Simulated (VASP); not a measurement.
Here is a VASP 6.6.1 calculation.

Contents of POSCAR:

```
Ir
1.0
    0.0000000000      1.9228496764      1.9228496764
    1.9228496764      0.0000000000      1.9228496764
    1.9228496764      1.9228496764      0.0000000000
Ir
1
Direct
    0.0000000000      0.0000000000      0.0000000000
```

The input INCAR.step1:

```
PREC = Accurate
ENCUT = 550
ISMEAR = 0
SIGMA = 0.2
LREAL = False
LASPH = True
NELM = 120
NBANDS = 14
GGA = PE
ALGO = Normal
EDIFF = 1E-5
LWAVE = True
LCHARG = False
GGA_COMPAT = False
```

Contents of INCAR.step2:

```
PREC = Accurate
ENCUT = 550
EDIFF = 1E-6
ISMEAR = 0
SIGMA = 0.2
LREAL = False
LASPH = True
NELM = 120
ALGO = Normal
ISIF = 2
LWAVE = False
LCHARG = False
METAGGA = R2SCAN
LMIXTAU = True
NBANDS = 14
ISTART = 1
GGA_COMPAT = False
```

File KPOINTS:

```
regular mesh
0
Gamma
  14 14 14
```

Potentials or basis: VASP PAW PBE potentials, release 64 (Ir_sv_GW).

Run with:

```bash
$ cat potpaw_PBE.64/Ir_sv_GW/POTCAR > POTCAR
$ cp INCAR.step1 INCAR
$ mpirun -np 1 vasp_std > vasp.out
$ cp INCAR.step2 INCAR
$ mpirun -np 1 vasp_std > vasp.out
```

Question: Estimate the pressure.

Answer: -2.3 GPa.

Caveat: the PAW data sets were made with another functional, which shifts forces and pressure a little.
